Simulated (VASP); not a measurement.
Crystal: Sb.

```xyz
2
Lattice="2.1542 1.2437 3.7580 -2.1542 1.2437 3.7580 0.0000 -2.4875 3.7580" Properties=species:S:1:pos:R:3 pbc="T T T"
Sb    0.0000    0.0000    8.6416
Sb    0.0000    0.0000    2.6324
```

```yaml
Program: VASP 6.6.1
Task: relaxation of cell and atoms
Functional: revPBE
Dispersion: D4
Potentials_or_basis: VASP PAW PBE potentials, release 64 (Sb)
Cutoff: 600 eV
k_mesh: 8 × 8 × 8
Occupations: fermi-dirac, width 0.05 eV
Spin: no spin polarisation
```

At the start: pressure -0.6 GPa; volume 30.21 Å³/atom.

Task: Where does the relaxation end?

Result: Over 14 steps the energy falls by 8.4 meV/atom and the volume is 29.19 Å³/atom (-3.4 %); space group R-3m (No. 166, to 0.1 Å) before and after.

The path:
```csv
step,energy change (eV),largest force (eV/Å),pressure (GPa),volume (Å³)
1,0.0000,0.2190,-0.65,60.41
2,-0.0077,0.2101,0.03,59.35
3,-0.0105,0.1997,0.78,58.34
4,-0.0149,0.0912,0.37,58.40
5,-0.0166,0.0176,-0.05,58.46
6,-0.0166,0.0214,-0.07,58.47
7,-0.0168,0.0169,-0.02,58.40
8,-0.0168,0.0125,0.04,58.34
9,-0.0168,0.0036,0.14,58.21
10,-0.0168,0.0095,0.07,58.30
11,-0.0169,0.0116,-0.01,58.37
12,-0.0169,0.0119,-0.02,58.38
13,-0.0169,0.0117,-0.02,58.38
14,-0.0169,0.0061,0.00,58.37
```

Final structure:
```
CELL_PARAMETERS angstrom
2.15413 1.24369 3.63153
-2.15413 1.24369 3.63153
0.00000 -2.48738 3.63153
ATOMIC_POSITIONS crystal
Sb 0.76254 0.76254 0.76254
Sb 0.23746 0.23746 0.23746
```

Caveat: the PAW data sets were made with another functional, which shifts forces and pressure a little.
